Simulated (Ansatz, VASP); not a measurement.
**KBr: VASP beside Ansatz**

File INCAR:

```
  PREC = Accurate
  ENCUT = 520
  EDIFF = 1E-6
  ISMEAR = 0
  SIGMA = 0.05
  LREAL = F
  LASPH = T
  NELM = 100
  ALGO = Normal
  ISIF = 2
  LWAVE = F
  LCHARG = F
  GGA = PE
  NBANDS = 15
```

The input KPOINTS:

```
regular mesh
0
Gamma
  10 10 10
```

Contents of POSCAR:

```
KBr
1.0
    0.0000000000      3.3301714382      3.3301714382
    3.3301714382      0.0000000000      3.3301714382
    3.3301714382      3.3301714382      0.0000000000
K Br
1 1
Direct
    0.0000000000      0.0000000000      0.0000000000
    0.5000000000      0.5000000000      0.5000000000
```

Input for Ansatz:

```yaml
crystal:
  lattice:
    - [0.0, 3.3301714382, 3.3301714382]
    - [3.3301714382, 0.0, 3.3301714382]
    - [3.3301714382, 3.3301714382, 0.0]
  atoms:
    - { symbol: K, position: [0.0, 0.0, 0.0] }
    - { symbol: Br, position: [0.5, 0.5, 0.5] }
basis:
  ecutwfc: 420
  ecutrho_ratio: 4
kpoints:
  mp_grid: { grid: [10, 10, 10] }
hamiltonian:
  xc: pbe
scf:
  occupations: { method: gaussian, width: 0.05 }
output:
  forces: true
  stress: true
  eigenvalues: true
```

Alike in both runs: task single point; functional PBE; k mesh 10 × 10 × 10; occupations gaussian, width 0.05 eV; no spin polarisation.

|  | VASP | Ansatz |
| --- | --- | --- |
| version | VASP 6.6.1 | Ansatz 0.2.0 |
| potentials or method | VASP PAW PBE potentials, release 64 (K_sv, Br), cutoff 520 eV | scalar-relativistic, plane waves, PAW |
| valence electrons in the cell | 16 | 16 |

```tsv
	VASP	Ansatz	Ansatz less VASP
gap on the k mesh at the Fermi level (eV)	4.36	4.36	+0.001
least direct gap on the mesh (eV)	4.36	4.36	+0.001
pressure (GPa)	0.3	0.3	-0.03
```

The functional is the same, so the differences come from potentials, cutoffs and numerics.
